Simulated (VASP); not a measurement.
**Zr: single point with PBEsol**

Crystal: Zr.

```
CELL_PARAMETERS angstrom
0.00000 2.25115 2.25115
2.25115 0.00000 2.25115
2.25115 2.25115 0.00000
ATOMIC_POSITIONS crystal
Zr 0.00000 0.00000 0.00000
```

This cell differs from its parent crystal: Mo replaced by Zr, lengths x 1.082, strained.

* Program: VASP 6.6.1
* Task: single point
* Functional: PBEsol
* Potentials or basis: VASP PAW PBE potentials, release 64 (Zr_sv)
* Cutoff: 520 eV
* k mesh: 16 × 16 × 16
* Occupations: gaussian, width 0.1 eV
* Spin: no spin polarisation

| Property | Result |
| --- | --- |
| Pressure | -2.3 GPa |
| Band gap on the k mesh | zero (band 6 reaches 9.97 eV, above the bottom of band 7 at 8.59 eV) |

Levels at points of the mesh, in eV from the Fermi level:
```tsv
k point	band 2	band 3	band 4	band 5	band 6	band 7	band 8	band 9	band 10	band 11
(0.00, 0.00, 0.00)	-26.08	-26.08	-26.08	-5.61	0.98	0.98	0.98	3.45	3.45	10.55
(0.50, 0.00, 0.00)	-27.11	-26.21	-26.21	-3.01	0.79	0.79	1.18	5.31	5.31	9.78
(0.50, 0.50, 0.00)	-27.04	-26.45	-26.45	-3.07	-2.26	3.10	5.30	5.84	5.84	9.91
```

Run time: 10 s on 1 thread of Intel(R) Xeon(R) 6975P-C (Granite Rapids) (shared host), peak memory 0.16 GiB.

Caveat: the cell differs from its parent crystal (Mo replaced by Zr, lengths x 1.082, strained); the PAW data sets were made with another functional, which shifts forces and pressure a little.
